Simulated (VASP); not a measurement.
# PbI2 (P-3m1) in VASP: a series of runs

Runs on PbI2. Level: PBE. Tasks: single point.

All numbers are computed with VASP 6.6.1; they aren't measurements. Logs are shortened: lines on timing, memory, paths and dates and some standing lists are left out, and cuts for length are marked.

**1. The cell of the first run**

It takes space group P-3m1 (No. 164, trigonal). The conventional cell has a = 4.555 Å, b = 4.555 Å, c = 6.977 Å, α = 90.00°, β = 90.00°, γ = 120.00°. Pb (site symmetry -3m) has 6 I at 3.21 Å within 4.2 Å. Within 4.2 Å of I (site symmetry 3m) lie 3 Pb at 3.21 Å.

**2. Single point, PBE**

The input, INCAR:

```
  PREC = Accurate
  ENCUT = 500
  EDIFF = 1E-6
  ISMEAR = 0
  SIGMA = 0.01
  LREAL = False
  LASPH = True
  NELM = 120
  ALGO = Normal
  ISIF = 2
  LWAVE = False
  LCHARG = True
  GGA = PE
  LELF = True
  LVHAR = True
  NBANDS = 21
  GGA_COMPAT = False
```

The input, KPOINTS:

```
Automatic mesh
0
Gamma
  4 4 3
```

The input, POSCAR:

```
PbI2
1.0
    4.5550000000      0.0000000000      0.0000000000
   -2.2775000000      3.9447460000      0.0000000000
    0.0000000000      0.0000000000      6.9770000000
Pb I
1 2
Direct
    0.0000000000      0.0000000000      0.0000000000
    0.3333330000      0.6666670000      0.2650000000
    0.6666670000      0.3333330000      0.7350000000
```

Potentials or basis: VASP PAW PBE potentials, release 64 (Pb_d, I).

Launch:

```console
$ cat potpaw_PBE.64/Pb_d/POTCAR potpaw_PBE.64/I/POTCAR > POTCAR
$ mpirun -np 1 vasp_std > vasp.out
```

OUTCAR:

```text
PREC = Accurate
   ENCUT = 500
   EDIFF = 1E-6
   ISMEAR = 0
   LREAL = False
   LASPH = True
   NELM = 120
   ISIF = 2
   GGA = PE

 ion  position               nearest neighbor table
   1  0.000  0.000  0.000-   2 3.21   3 3.21   3 3.21   2 3.21   3 3.21   2 3.21
   2  0.333  0.667  0.265-   1 3.21   1 3.21   1 3.21
   3  0.667  0.333  0.735-   1 3.21   1 3.21   1 3.21

  LATTYP: Found a hexagonal cell.
 ALAT       =     4.5550000000
 C/A-ratio  =     1.5317233809

  Lattice vectors:

 A1 = (   4.5550000000,   0.0000000000,   0.0000000000)
 A2 = (  -2.2775000000,   3.9447460000,   0.0000000000)
 A3 = (   0.0000000000,   0.0000000000,   6.9770000000)

Analysis of symmetry for initial positions (statically):
=====================================================================
 Subroutine PRICEL returns:
 Original cell was already a primitive cell.

 Routine SETGRP: Setting up the symmetry group for a
 hexagonal supercell.

 Subroutine GETGRP returns: Found 12 space group operations
 (whereof 12 operations were pure point group operations)
 out of a pool of 24 trial point group operations.

The static configuration has the point symmetry D_3d.

Analysis of symmetry for dynamics (positions and initial velocities):
=====================================================================
 Subroutine PRICEL returns:
 Original cell was already a primitive cell.

 Routine SETGRP: Setting up the symmetry group for a
 hexagonal supercell.

 Subroutine GETGRP returns: Found 12 space group operations
 (whereof 12 operations were pure point group operations)
 out of a pool of 24 trial point group operations.

The dynamic configuration has the point symmetry D_3d.

 Subroutine INISYM returns: Found 12 space group operations
 (whereof 12 operations are pure point group operations),
 and found     1 'primitive' translations

----------------------------------------------------------------------------------------

                                     Primitive cell

  volume of cell :     125.3650

  direct lattice vectors                    reciprocal lattice vectors
     4.555000000  0.000000000  0.000000000     0.219538968  0.126750873  0.000000000
    -2.277500000  3.944746000  0.000000000     0.000000000  0.253501746  0.000000000
     0.000000000  0.000000000  6.977000000     0.000000000  0.000000000  0.143328078

  length of vectors
     4.555000000  4.555000247  6.977000000     0.253501760  0.253501746  0.143328078

  position of ions in fractional coordinates (direct lattice)
     0.000000000  0.000000000  0.000000000
     0.333333000  0.666667000  0.265000000
     0.666667000  0.333333000  0.735000000

  ion indices of the primitive-cell ions
   primitive index   ion index
                 1           1
                 2           2
                 3           3

----------------------------------------------------------------------------------------

 KPOINTS: Automatic mesh

Automatic generation of k-mesh.
 Grid dimensions read from file:
 generate k-points for:    4    4    3

 Generating k-lattice:

  Cartesian coordinates                     Fractional coordinates (reciprocal lattice)
     0.054884742  0.031687718  0.000000000     0.250000000 -0.000000000  0.000000000
     0.000000000  0.063375437  0.000000000     0.000000000  0.250000000  0.000000000
     0.000000000  0.000000000  0.047776026     0.000000000  0.000000000  0.333333333

  Length of vectors
     0.063375440  0.063375437  0.047776026

  Shift w.r.t. Gamma in fractional coordinates (k-lattice)
     0.000000000  0.000000000  0.000000000

 Subroutine IBZKPT returns following result:
 ===========================================

 Found      9 irreducible k-points:

 Following reciprocal coordinates:
            Coordinates               Weight
  0.000000  0.000000  0.000000      1.000000
  0.250000 -0.000000  0.000000      6.000000
  0.500000 -0.000000  0.000000      3.000000
  0.250000  0.250000  0.000000      6.000000
  0.000000  0.000000  0.333333      2.000000
  0.250000 -0.000000  0.333333      6.000000
  0.000000  0.250000  0.333333      6.000000
  0.500000 -0.000000  0.333333      6.000000
  0.250000  0.250000  0.333333     12.000000
   k-points           NKPTS =      9   k-points in BZ     NKDIM =      9   number of bands    NBANDS=     21
   number of dos      NEDOS =    301   number of ions     NIONS =      3
   total plane-waves  NPLWV =  69984
   dimension x,y,z NGX =    36 NGY =   36 NGZ =   54
   dimension x,y,z NGXF=    72 NGYF=   72 NGZF=  108
   ions per type =               1   2
   NGX,Y,Z   is equivalent  to a cutoff of  13.14, 13.14, 12.87 a.u.
   NGXF,Y,Z  is equivalent  to a cutoff of  26.28, 26.28, 25.73 a.u.
 SYSTEM =  unknown system
   PREC   = accura    normal or accurate (medium, high low for compatibility)
   ISTART =      0    job   : 0-new  1-cont  2-samecut
   ICHARG =      2    charge: 1-file 2-atom 10-const
   ISPIN  =      1    spin polarized calculation?
   LNONCOLLINEAR =      F non collinear calculations
   LSORBIT =      F    spin-orbit coupling
   LASPH  =      T    aspherical Exc in radial PAW
   ENCUT  =  500.0 eV  36.75 Ry    6.06 a.u.   8.30  8.30 12.72*2*pi/ulx,y,z
   NELM   =    120;   NELMIN=  2; NELMDL= -5     # of ELM steps
   EDIFF  = 0.1E-05   stopping-criterion for ELM
   LREAL  =      F    real-space projection
   EDIFFG = 0.1E-04   stopping-criterion for IOM
   NSW    =      0    number of steps for IOM
   IBRION =     -1    ionic relax: 0-MD 1-quasi-New 2-CG
   NFREE  =      0    steps in history (QN), initial steepest desc. (CG)
   ISIF   =      2    stress and relaxation
   ISYM   =      2    0-nonsym 1-usesym 2-fastsym
   POTIM  = 0.5000    time-step for ionic-motion
   TEBEG  =    0.0;   TEEND  =   0.0 temperature during run
   PSTRESS=    0.0 pullay stress
   NELECT =      28.0000    total number of electrons
   NUPDOWN=      -1.0000    fix difference up-down
   EMIN   =  10.00;   EMAX   =-10.00  energy-range for DOS
   EFERMI =   0.00;   METHOD = LEGACY
   ISMEAR =     0;   SIGMA  =   0.01  broadening in eV -4-tet -1-fermi 0-gaus
   EFERMI_NEDOS =   21; number of points for ismear=-14 and -15
   IALGO  =     38    algorithm
   IMIX   =      4    mixing-type and parameters
     AMIX     =   0.40;   BMIX     =  1.00
     AMIX_MAG =   1.60;   BMIX_MAG =  1.00
  volume/ion in A,a.u.               =      41.79       282.00
  Fermi-wavevector in a.u.,A,eV,Ry     =   0.993273  1.877014 13.423399  0.986592
  Thomas-Fermi vector in A             =   2.125144
   LORBIT       =      0    0 simple, 1 ext, 2 COOP (PROOUT), +10 PAW based schemes
   GGA     = PE    functional components
   LHFCALC =     F    Hartree Fock is set to
   AEXX    =    0.0000 exact exchange contribution
   IVDW    =     0    specifies the selected vdW correction
   LEPSILON=     F    determine dielectric tensor
   LRPA    =     F    only Hartree local field effects (RPA)
 non-spin polarized calculation
 Gauss-broadening in eV      SIGMA  =   0.01
  energy-cutoff  :      500.00
  volume of cell :      125.36
 maximum number of plane-waves:      3199
 NGX is ok and might be reduce to    36
   NGX = 17   NGY = 17   NGZ = 25

 number of electron      28.0000001 magnetization

 Free energy of the ion-electron system (eV)
  ---------------------------------------------------
  ext. energy  EPLUGINS =         0.00000000
  ---------------------------------------------------
  free energy    TOTEN  =        -8.54616994 eV

  energy without entropy =       -8.54616994  energy(sigma->0) =       -8.54616994

 E-fermi :   2.6088     XC(G=0):  -8.1284

 val. band max:        2.5579589087   @ k =   0.0000   0.0000   0.3333
 cond. band min:       4.9593238416   @ k =   0.0000   0.0000   0.3333
 fundamental gap:      2.4013649329
 Fermi energy:         2.6087553191

 k-point     1 :       0.0000    0.0000    0.0000
  band No.  band energies     occupation
      1     -13.4352      2.00000
      2     -13.4352      2.00000
      3     -13.4221      2.00000
      4     -13.4130      2.00000
      5     -13.4130      2.00000
      6      -9.5427      2.00000
[... 13 lines left out ...]
     20      10.5369      0.00000
     21      10.5725      0.00000

 k-point     2 :       0.2500   -0.0000    0.0000
  band No.  band energies     occupation
      1     -13.4563      2.00000
      2     -13.4305      2.00000
      3     -13.4190      2.00000
      4     -13.4127      2.00000
      5     -13.4082      2.00000
      6      -9.2770      2.00000
[... 13 lines left out ...]
     20      10.5557      0.00000
     21      10.9107      0.00000

 k-point     3 :       0.5000   -0.0000    0.0000
  band No.  band energies     occupation
      1     -13.4780      2.00000
      2     -13.4294      2.00000
      3     -13.4217      2.00000
      4     -13.4058      2.00000
      5     -13.3998      2.00000
      6      -8.8846      2.00000
[... 13 lines left out ...]
     20      11.6605      0.00000
     21      12.5420      0.00000

 k-point     4 :       0.2500    0.2500    0.0000
  band No.  band energies     occupation
      1     -13.4649      2.00000
      2     -13.4411      2.00000
      3     -13.4141      2.00000
      4     -13.4120      2.00000
      5     -13.4030      2.00000
      6      -8.9067      2.00000
[... 13 lines left out ...]
     20      10.7692      0.00000
     21      12.1421      0.00000

 k-point     5 :       0.0000    0.0000    0.3333
  band No.  band energies     occupation
      1     -13.4352      2.00000
      2     -13.4352      2.00000
      3     -13.4220      2.00000
      4     -13.4130      2.00000
      5     -13.4130      2.00000
      6      -9.4321      2.00000
[... 13 lines left out ...]
     20      10.0943      0.00000
     21      10.2317      0.00000

 k-point     6 :       0.2500   -0.0000    0.3333
  band No.  band energies     occupation
      1     -13.4564      2.00000
      2     -13.4305      2.00000
      3     -13.4190      2.00000
      4     -13.4127      2.00000
      5     -13.4082      2.00000
      6      -9.1824      2.00000
[... 13 lines left out ...]
     20      10.6889      0.00000
     21      11.2672      0.00000

 k-point     7 :       0.0000    0.2500    0.3333
  band No.  band energies     occupation
      1     -13.4565      2.00000
      2     -13.4305      2.00000
      3     -13.4190      2.00000
      4     -13.4127      2.00000
      5     -13.4082      2.00000
      6      -9.1834      2.00000
[... 13 lines left out ...]
     20       9.9328      0.00000
     21      10.6499      0.00000

 k-point     8 :       0.5000   -0.0000    0.3333
  band No.  band energies     occupation
      1     -13.4783      2.00000
      2     -13.4294      2.00000
      3     -13.4217      2.00000
      4     -13.4057      2.00000
      5     -13.3998      2.00000
      6      -8.8378      2.00000
[... 13 lines left out ...]
     20      11.2814      0.00000
     21      11.4733      0.00000

 k-point     9 :       0.2500    0.2500    0.3333
  band No.  band energies     occupation
      1     -13.4652      2.00000
      2     -13.4412      2.00000
      3     -13.4141      2.00000
      4     -13.4120      2.00000
      5     -13.4030      2.00000
      6      -8.8561      2.00000
[... 13 lines left out ...]
     20      10.6843      0.00000
     21      10.8718      0.00000

------------------------ aborting loop because EDIFF is reached ----------------------------------------

  FORCE on cell =-STRESS in cart. coord.  units (eV):
  Direction    XX          YY          ZZ          XY          YZ          ZX
  --------------------------------------------------------------------------------------
  -------------------------------------------------------------------------------------
  Total        1.4129920      1.4129922      1.4611479      0.0000000      0.0000000      0.0000000
  in kB       18.0581869     18.0581895     18.6736237      0.0000000      0.0000000      0.0000000
  external PRESSURE =      18.2633334 kB  Pullay stress =       0.0000000 kB

 VOLUME and BASIS-vectors are now :
 -----------------------------------------------------------------------------
  energy-cutoff  :      500.00
  volume of cell :      125.36
      direct lattice vectors                 reciprocal lattice vectors
     4.555000000  0.000000000  0.000000000     0.219538968  0.126750873  0.000000000
    -2.277500000  3.944746000  0.000000000     0.000000000  0.253501746  0.000000000
     0.000000000  0.000000000  6.977000000     0.000000000  0.000000000  0.143328078

 POSITION                                       TOTAL-FORCE (eV/Angst)
 -----------------------------------------------------------------------------------
      0.00000      0.00000      0.00000        -0.000000      0.000000      0.000000
     -0.00000      2.62983      1.84891         0.000000      0.000000      0.178427
      2.27750      1.31491      5.12809        -0.000000      0.000000     -0.178427
 -----------------------------------------------------------------------------------
    total drift:                                0.000000      0.000000      0.000000

  FREE ENERGIE OF THE ION-ELECTRON SYSTEM (eV)
  ---------------------------------------------------
  free  energy   TOTEN  =        -8.5461699392 eV

  energy  without entropy=       -8.5461699392  energy(sigma->0) =       -8.54616994
```

It took 16 s on 1 thread of AMD EPYC 9R45 (Zen 5), shared host; peak memory 0.21 GiB.

What came out:

| Quantity | Value |
| --- | --- |
| Free energy | -8.5462 eV |
| Pressure | 1.8 GPa |
| Largest force | 0.178 eV/Å |
| Band gap on the k mesh | 2.40 eV, direct |

Forces in eV/Å, atoms in the order of the input:
```
Pb   0.000  0.000  0.000
I    0.000  0.000  0.178
I    0.000  0.000 -0.178
```

Levels at points of the mesh, in eV from the valence-band top:
```tsv
k point	band 11	band 12	band 13	band 14	band 15	band 16	band 17	band 18
(0.00, 0.00, 0.00)	-0.90	-0.81	-0.81	-0.58	2.58	3.48	3.48	6.53
(0.50, 0.00, 0.00)	-1.97	-1.45	-0.65	-0.26	2.99	3.82	4.88	5.19
```

Caveat: spin-orbit coupling is left out, which moves the levels of the heavy elements; this functional lacks dispersion, which binds the layers, so the pressure and a relaxed spacing across them are unreliable. A k mesh can miss the band edges.

**3. Single point, PBE**

The input, INCAR:

```
SYSTEM = PbI2
ALGO = Normal
EDIFF = 1E-6
ENCUT = 500
GGA = PE
GGA_COMPAT = .FALSE.
ISIF = 2
ISMEAR = 0
LASPH = .TRUE.
LCHARG = .TRUE.
LELF = .TRUE.
LREAL = .FALSE.
LVHAR = .TRUE.
LWAVE = .FALSE.
NBANDS = 21
NELM = 120
PREC = Accurate
SIGMA = 0.01
```

The input, KPOINTS:

```
k-points
0
G
  4 4 3
  0 0 0
```

POSCAR is that of step 2.

Potentials or basis: VASP PAW PBE potentials, release 64 (Pb_d, I).

Launch:

```console
$ cat potpaw_PBE.64/Pb_d/POTCAR potpaw_PBE.64/I/POTCAR > POTCAR
$ mpirun -np 1 vasp_std > vasp.out
```

Run time: 16 s. Hardware: 1 thread of AMD EPYC 9R45 (Zen 5), shared host; peak memory 0.21 GiB.

The run converged. Its results:

```yaml
Free_energy: -8.5462 eV
Pressure: 1.8 GPa
Largest_force: 0.178 eV/Å
Band_gap_on_the_k_mesh: 2.40 eV, direct
```

Forces on the atoms (eV/Å):
```
Pb   0.000  0.000  0.000
I    0.000  0.000  0.178
I    0.000  0.000 -0.178
```

Levels at points of the mesh, in eV from the valence-band top:
```csv
k point,band 10,band 11,band 12,band 13,band 14,band 15,band 16,band 17,band 18,band 19
"(0.00, 0.00, 0.00)",-0.90,-0.90,-0.81,-0.81,-0.58,2.58,3.48,3.48,6.53,7.60
"(0.50, 0.00, 0.00)",-2.28,-1.97,-1.45,-0.65,-0.26,2.99,3.82,4.88,5.19,8.17
```

Caveat: spin-orbit coupling is left out, which moves the levels of the heavy elements; this functional lacks dispersion, which binds the layers, so the pressure and a relaxed spacing across them are unreliable.
